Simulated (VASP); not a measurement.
Runs of VASP 6.6.1 on KI. The structure is that of space group I4mm (No. 107), or close to it. The cells are those of the table. 

```csv
cell,gap on the mesh (eV),pressure (GPa),largest force (eV/Å)
"a = 5.006, b = 5.006, c = 4.938 Å, angles 60.4, 60.4, 59.1°, 2 atoms",4.03,(a),2.57
"a = 5.073 Å, angles 60.0°, 2 atoms",3.88,0.5,(b)
"a = 5.141, b = 5.141, c = 5.209 Å, angles 59.6, 59.6, 60.9°, 2 atoms",3.80,1.6,1.47
"a = 5.107, b = 5.107, c = 5.141 Å, angles 59.8, 59.8, 60.4°, 2 atoms",3.86,1.8,1.47
"a = 5.176, b = 5.176, c = 5.276 Å, angles 59.4, 59.4, 61.3°, 2 atoms",3.70,-0.5,0.16
```

Alike in all rows: task single point; level PBE; potentials or basis VASP PAW PBE potentials, release 64 (K_sv, I); no spin polarisation; k mesh 6 × 6 × 6; cutoff (eV) 520; smearing gaussian 0.05 eV.

Problem. Estimate the missing entries.

Solution. (a) 4.4; (b) 0.39.

Caveats: spin-orbit coupling is left out, which moves the levels of the heavy elements; forces of over 1 eV/Å act on the atoms, so gaps and moduli don't describe the material at rest (some runs).

A k mesh can miss the band edges, and the runs leave out spin-orbit coupling on I.
